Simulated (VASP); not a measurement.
A run of VASP 6.6.1:

Contents of INCAR:

```
SYSTEM = HgTe
  PREC = Accurate
  ENCUT = 520
  EDIFF = 1E-6
  ISMEAR = -1
  SIGMA = 0.05
  LREAL = .FALSE.
  LASPH = .TRUE.
  NELM = 100
  ALGO = Normal
  ISIF = 2
  LWAVE = .FALSE.
  LCHARG = .TRUE.
  GGA = PS
  LELF = .TRUE.
  LVHAR = .TRUE.
  NBANDS = 16
```

Contents of KPOINTS:

```
Automatic mesh
0
G
  10 10 10
  0 0 0
```

File POSCAR:

```
HgTe
1.0
   -2.8852067560      2.8852067560      1.5979407417
    2.8852067560     -2.8852067560      1.5979407417
    2.8852067560      2.8852067560     -1.5979407417
Hg Te
1 1
Direct
    0.7500000000      0.2500000000      0.5000000000
    0.0000000000      0.0000000000      0.0000000000
```

Potentials or basis: VASP PAW PBE potentials, release 64 (Hg, Te).

Command:

```bash
$ cat potpaw_PBE.64/Hg/POTCAR potpaw_PBE.64/Te/POTCAR > POTCAR
$ mpirun -np 1 vasp_std > vasp.out
```

Hardware: 1 thread of AMD EPYC 9R45 96-Core Processor (Zen 5) (shared host).

Problem. Estimate the wall time of this run.

Solution. Wall time 64 s on 1 thread of AMD EPYC 9R45 96-Core Processor (Zen 5) (shared host), peak memory 0.23 GiB. Counts: scf iterations 12, k points 102.
